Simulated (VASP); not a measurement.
# Pd (Fd-3m) in VASP: single point with PBE

Aim: the single point of Pd with PBE.

Everything below comes from runs of VASP 6.6.1. Logs are shortened: lines on timing, memory, paths and dates and some standing lists are left out, and cuts for length are marked.

## Step 1: The cell of the first run

Symmetry: Fd-3m, No. 227, cubic system. The conventional cell has a = 5.924 Å, b = 5.924 Å, c = 5.924 Å, α = 90.00°, β = 90.00°, γ = 90.00°. Pd (site symmetry -43m) has 4 Pd at 2.57 Å within 3.4 Å.

## Step 2: Single point, PBE

Input file INCAR:

```
PREC     = Accurate       # precision mode
ENCUT    = 520            # plane-wave cutoff, eV
EDIFF    = 1E-6           # SCF threshold, eV
ISMEAR   = -1             # smearing method
SIGMA    = 0.06122561905347299 # smearing width, eV
LREAL    = False          # projectors in reciprocal space
LASPH    = True           # aspherical terms in the spheres
NELM     = 60             # most SCF steps
ALGO     = Normal         # electronic algorithm
ISIF     = 2              # what is computed and relaxed
LWAVE    = False          # write WAVECAR
LCHARG   = False          # write CHGCAR
GGA      = PE             # functional
NBANDS   = 17             # bands
```

Input file KPOINTS:

```
Automatic mesh
0
Gamma
  32 32 32
```

Input file POSCAR:

```
Pd
1.0
    0.0000000000      2.9621754916      2.9621754916
    2.9621754916      0.0000000000      2.9621754916
    2.9621754916      2.9621754916      0.0000000000
Pd
2
Direct
    0.0000000000      0.0000000000      0.0000000000
    0.2500000000      0.2500000000      0.2500000000
```

Potentials or basis: VASP PAW PBE potentials, release 64 (Pd).

Launch:

```
$ cat potpaw_PBE.64/Pd/POTCAR > POTCAR
$ mpirun -np 1 vasp_std > vasp.out
```

OUTCAR:

```text
PREC = Accurate
   ENCUT = 520
   EDIFF = 1E-6
   ISMEAR = -1
   LREAL = False
   LASPH = True
   NELM = 60
   ISIF = 2
   GGA = PE

 ion  position               nearest neighbor table
   1  0.000  0.000  0.000-   2 2.57   2 2.57   2 2.57   2 2.57
   2  0.250  0.250  0.250-   1 2.57   1 2.57   1 2.57   1 2.57

  LATTYP: Found a face centered cubic cell.
 ALAT       =     5.9243509832

  Lattice vectors:

 A1 = (   0.0000000000,   2.9621754916,   2.9621754916)
 A2 = (   2.9621754916,   0.0000000000,   2.9621754916)
 A3 = (   2.9621754916,   2.9621754916,   0.0000000000)

Analysis of symmetry for initial positions (statically):
=====================================================================
 Subroutine PRICEL returns:
 Original cell was already a primitive cell.

 Routine SETGRP: Setting up the symmetry group for a
 face centered cubic supercell.

 Subroutine GETGRP returns: Found 48 space group operations
 (whereof 24 operations were pure point group operations)
 out of a pool of 48 trial point group operations.

The static configuration has the point symmetry T_d .
 The point group associated with its full space group is O_h .

Analysis of symmetry for dynamics (positions and initial velocities):
=====================================================================
 Subroutine PRICEL returns:
 Original cell was already a primitive cell.

 Routine SETGRP: Setting up the symmetry group for a
 face centered cubic supercell.

 Subroutine GETGRP returns: Found 48 space group operations
 (whereof 24 operations were pure point group operations)
 out of a pool of 48 trial point group operations.

The dynamic configuration has the point symmetry T_d .
 The point group associated with its full space group is O_h .

 Subroutine INISYM returns: Found 48 space group operations
 (whereof 24 operations are pure point group operations),
 and found     1 'primitive' translations

----------------------------------------------------------------------------------------

                                     Primitive cell

  volume of cell :      51.9831

  direct lattice vectors                    reciprocal lattice vectors
     0.000000000  2.962175492  2.962175492    -0.168794861  0.168794861  0.168794861
     2.962175492  0.000000000  2.962175492     0.168794861 -0.168794861  0.168794861
     2.962175492  2.962175492  0.000000000     0.168794861  0.168794861 -0.168794861

  length of vectors
     4.189148754  4.189148754  4.189148754     0.292361275  0.292361275  0.292361275

  position of ions in fractional coordinates (direct lattice)
     0.000000000  0.000000000  0.000000000
     0.250000000  0.250000000  0.250000000

  ion indices of the primitive-cell ions
   primitive index   ion index
                 1           1
                 2           2

----------------------------------------------------------------------------------------

 KPOINTS: Automatic mesh

Automatic generation of k-mesh.
 Grid dimensions read from file:
 generate k-points for:   32   32   32

 Generating k-lattice:

  Cartesian coordinates                     Fractional coordinates (reciprocal lattice)
    -0.005274839  0.005274839  0.005274839     0.031250000  0.000000000  0.000000000
     0.005274839 -0.005274839  0.005274839     0.000000000  0.031250000  0.000000000
     0.005274839  0.005274839 -0.005274839     0.000000000  0.000000000  0.031250000

  Length of vectors
     0.009136290  0.009136290  0.009136290

  Shift w.r.t. Gamma in fractional coordinates (k-lattice)
     0.000000000  0.000000000  0.000000000

 Subroutine IBZKPT returns following result:
 ===========================================

 Found    897 irreducible k-points:

 Following reciprocal coordinates:
            Coordinates               Weight
  0.000000  0.000000  0.000000      1.000000
  0.031250  0.000000  0.000000      8.000000
  0.062500  0.000000  0.000000      8.000000
  0.093750  0.000000  0.000000      8.000000
  0.125000  0.000000  0.000000      8.000000
  0.156250  0.000000  0.000000      8.000000
[... 16 lines left out ...]
  0.187500  0.031250  0.000000     24.000000
  0.218750  0.031250  0.000000     24.000000
 [... further k-points ...]
   k-points           NKPTS =    897   k-points in BZ     NKDIM =    897   number of bands    NBANDS=     17
   number of dos      NEDOS =    301   number of ions     NIONS =      2
   total plane-waves  NPLWV =  32768
   dimension x,y,z NGX =    32 NGY =   32 NGZ =   32
   dimension x,y,z NGXF=    64 NGYF=   64 NGZF=   64
   ions per type =               2
   NGX,Y,Z   is equivalent  to a cutoff of  12.70, 12.70, 12.70 a.u.
   NGXF,Y,Z  is equivalent  to a cutoff of  25.40, 25.40, 25.40 a.u.
 SYSTEM =  unknown system
   PREC   = accura    normal or accurate (medium, high low for compatibility)
   ISTART =      0    job   : 0-new  1-cont  2-samecut
   ICHARG =      2    charge: 1-file 2-atom 10-const
   ISPIN  =      1    spin polarized calculation?
   LNONCOLLINEAR =      F non collinear calculations
   LSORBIT =      F    spin-orbit coupling
   LASPH  =      T    aspherical Exc in radial PAW
   ENCUT  =  520.0 eV  38.22 Ry    6.18 a.u.   7.79  7.79  7.79*2*pi/ulx,y,z
   NELM   =     60;   NELMIN=  2; NELMDL= -5     # of ELM steps
   EDIFF  = 0.1E-05   stopping-criterion for ELM
   LREAL  =      F    real-space projection
   EDIFFG = 0.1E-04   stopping-criterion for IOM
   NSW    =      0    number of steps for IOM
   IBRION =     -1    ionic relax: 0-MD 1-quasi-New 2-CG
   NFREE  =      0    steps in history (QN), initial steepest desc. (CG)
   ISIF   =      2    stress and relaxation
   ISYM   =      2    0-nonsym 1-usesym 2-fastsym
   POTIM  = 0.5000    time-step for ionic-motion
   TEBEG  =    0.0;   TEEND  =   0.0 temperature during run
   PSTRESS=    0.0 pullay stress
   NELECT =      20.0000    total number of electrons
   NUPDOWN=      -1.0000    fix difference up-down
   EMIN   =  10.00;   EMAX   =-10.00  energy-range for DOS
   EFERMI =   0.00;   METHOD = LEGACY
   ISMEAR =    -1;   SIGMA  =   0.06  broadening in eV -4-tet -1-fermi 0-gaus
   EFERMI_NEDOS =   21; number of points for ismear=-14 and -15
   IALGO  =     38    algorithm
   IMIX   =      4    mixing-type and parameters
     AMIX     =   0.40;   BMIX     =  1.00
     AMIX_MAG =   1.60;   BMIX_MAG =  1.00
  volume/ion in A,a.u.               =      25.99       175.40
  Fermi-wavevector in a.u.,A,eV,Ry     =   1.190686  2.250071 19.289442  1.417734
  Thomas-Fermi vector in A             =   2.326765
   LORBIT       =      0    0 simple, 1 ext, 2 COOP (PROOUT), +10 PAW based schemes
   GGA     = PE    functional components
   LHFCALC =     F    Hartree Fock is set to
   AEXX    =    0.0000 exact exchange contribution
   IVDW    =     0    specifies the selected vdW correction
   LEPSILON=     F    determine dielectric tensor
   LRPA    =     F    only Hartree local field effects (RPA)
 non-spin polarized calculation
  energy-cutoff  :      520.00
  volume of cell :       51.98
 maximum number of plane-waves:      1424
   NGX = 15   NGY = 15   NGZ = 15

 number of electron      20.0000002 magnetization

 Free energy of the ion-electron system (eV)
  ---------------------------------------------------
  ext. energy  EPLUGINS =         0.00000000
  ---------------------------------------------------
  free energy    TOTEN  =        -8.16425202 eV

  energy without entropy =       -8.07785116  energy(sigma->0) =       -8.12105159

 E-fermi :   3.3293     XC(G=0):  -9.5974

 val. band max:        3.3285406747   @ k =  -0.2187   0.2187   0.0313
 cond. band min:       3.3292884211   @ k =  -0.4375   0.3750   0.0312
 fundamental gap:      0.0007477464
 Fermi energy:         3.3292769312

 k-point     1 :       0.0000    0.0000    0.0000
  band No.  band energies     occupation
      1      -0.8267      2.00000
      2       0.3411      2.00000
      3       0.3411      2.00000
      4       0.4323      2.00000
      5       0.4323      2.00000
      6       0.4323      2.00000
[... 9 lines left out ...]
     16      14.9190      0.00000
     17      14.9190      0.00000

 k-point     2 :       0.0312    0.0000    0.0000
  band No.  band energies     occupation
      1      -0.8134      2.00000
      2       0.3214      2.00000
      3       0.3214      2.00000
      4       0.4325      2.00000
      5       0.4555      2.00000
      6       0.4555      2.00000
[... 9 lines left out ...]
     16      15.0808      0.00000
     17      15.0809      0.00000

 k-point     3 :       0.0625    0.0000    0.0000
  band No.  band energies     occupation
      1      -0.7737      2.00000
      2       0.2866      2.00000
      3       0.2866      2.00000
      4       0.4332      2.00000
      5       0.5007      2.00000
      6       0.5007      2.00000
[... 9 lines left out ...]
     16      15.3706      0.00000
     17      15.4528      0.00000

 k-point     4 :       0.0938    0.0000    0.0000
  band No.  band energies     occupation
      1      -0.7086      2.00000
      2       0.2529      2.00000
      3       0.2529      2.00000
      4       0.4348      2.00000
      5       0.5505      2.00000
      6       0.5505      2.00000
[... 9 lines left out ...]
     16      15.6349      0.00000
     17      15.6770      0.00000
[... 343 lines left out ...]
      1      -0.5372      2.00000
      2       0.1674      2.00000
      3       0.2513      2.00000
      4       0.4395      2.00000
      5       0.5953      2.00000
      6       0.6722      2.00000
[... 9 lines left out ...]
     16      15.5479      0.00000
     17      15.8437      0.00000

 k-point    23 :       0.1875    0.0312    0.0000
  band No.  band energies     occupation
      1      -0.4158      2.00000
      2       0.1496      2.00000
      3       0.2352      2.00000
      4       0.4469      2.00000
      5       0.6339      2.00000
      6       0.7137      2.00000
[... 9 lines left out ...]
     16      15.7985      0.00000
     17      15.8020      0.00000

 k-point    24 :       0.2187    0.0313    0.0000
  band No.  band energies     occupation
      1      -0.2816      2.00000
      2       0.1391      2.00000
      3       0.2263      2.00000
      4       0.4587      2.00000
      5       0.6633      2.00000
      6       0.7465      2.00000
[... 9 lines left out ...]
     16      15.7321      0.00000
     17      15.9706      0.00000

 [... further k-points ...]

------------------------ aborting loop because EDIFF is reached ----------------------------------------

  FORCE on cell =-STRESS in cart. coord.  units (eV):
  Direction    XX          YY          ZZ          XY          YZ          ZX
  --------------------------------------------------------------------------------------
  -------------------------------------------------------------------------------------
  Total       -1.1317936     -1.1317936     -1.1317936     -0.0000000     -0.0000000     -0.0000000
  in kB      -34.8831316    -34.8831316    -34.8831316     -0.0000000     -0.0000000     -0.0000000
  external PRESSURE =     -34.8831316 kB  Pullay stress =       0.0000000 kB

 VOLUME and BASIS-vectors are now :
 -----------------------------------------------------------------------------
  energy-cutoff  :      520.00
  volume of cell :       51.98
      direct lattice vectors                 reciprocal lattice vectors
     0.000000000  2.962175492  2.962175492    -0.168794861  0.168794861  0.168794861
     2.962175492  0.000000000  2.962175492     0.168794861 -0.168794861  0.168794861
     2.962175492  2.962175492  0.000000000     0.168794861  0.168794861 -0.168794861

 POSITION                                       TOTAL-FORCE (eV/Angst)
 -----------------------------------------------------------------------------------
      0.00000      0.00000      0.00000        -0.000000     -0.000000     -0.000000
      1.48109      1.48109      1.48109         0.000000      0.000000      0.000000
 -----------------------------------------------------------------------------------
    total drift:                               -0.000000      0.000000      0.000000

  FREE ENERGIE OF THE ION-ELECTRON SYSTEM (eV)
  ---------------------------------------------------
  free  energy   TOTEN  =        -8.1642520189 eV

  energy  without entropy=       -8.0778511646  energy(sigma->0) =       -8.12105159
```

Run time: 5.6 min. Hardware: 1 thread of Intel Xeon 6975P-C, shared host; peak memory 0.71 GiB.

What came out:

* Free energy: -8.1643 eV
* Pressure: -3.5 GPa
* Band gap on the k mesh: zero (band 10 reaches 3.40 eV, above the bottom of band 11 at 3.06 eV)

Levels at points of the mesh, in eV from the Fermi level:
| k point | band 8 | band 9 | band 10 | band 11 | band 12 | band 13 |
| --- | --- | --- | --- | --- | --- | --- |
| (0.00, 0.00, 0.00) | -1.18 | -1.18 | -0.17 | -0.17 | 11.09 | 11.09 |
| (0.50, 0.00, 0.00) | -0.91 | -0.30 | -0.30 | 0.19 | 1.21 | 8.15 |
| (0.50, 0.50, 0.00) | -1.62 | -0.14 | -0.14 | 1.88 | 1.88 | 4.77 |
